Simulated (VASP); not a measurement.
A run of VASP 6.6.1:

File INCAR:

```
SYSTEM = NaCl
  ALGO = Normal
  EDIFF = 1E-6
  ENCUT = 520
  GGA = PE
  ISIF = 2
  ISMEAR = -1
  LASPH = .TRUE.
  LCHARG = .TRUE.
  LELF = .TRUE.
  LREAL = .FALSE.
  LVHAR = .TRUE.
  LWAVE = .FALSE.
  NBANDS = 14
  NELM = 80
  PREC = Accurate
  SIGMA = 0.02
```

File KPOINTS:

```
k-points
0
G
  8 8 8
  0 0 0
```

The input POSCAR:

```
NaCl
1.0
    0.0000000000      2.8027319633      2.8027319633
    2.8027319633      0.0000000000      2.8027319633
    2.8027319633      2.8027319633      0.0000000000
Na Cl
1 1
Direct
    0.0000000000      0.0000000000      0.0000000000
    0.5000000000      0.5000000000      0.5000000000
```

Potentials or basis: VASP PAW PBE potentials, release 64 (Na_pv, Cl).

Run with:

```console
$ cat potpaw_PBE.64/Na_pv/POTCAR potpaw_PBE.64/Cl/POTCAR > POTCAR
$ mpirun -np 1 vasp_std > vasp.out
```

Hardware: 1 thread of Intel(R) Xeon(R) 6975P-C (Granite Rapids) (shared host).

**Question.** Estimate the wall time of this run.

**Answer.** It took 8.9 s on 1 thread of Intel(R) Xeon(R) 6975P-C (Granite Rapids), on a shared host, peak memory 0.16 GiB. Counts: scf iterations 12, k points 29.
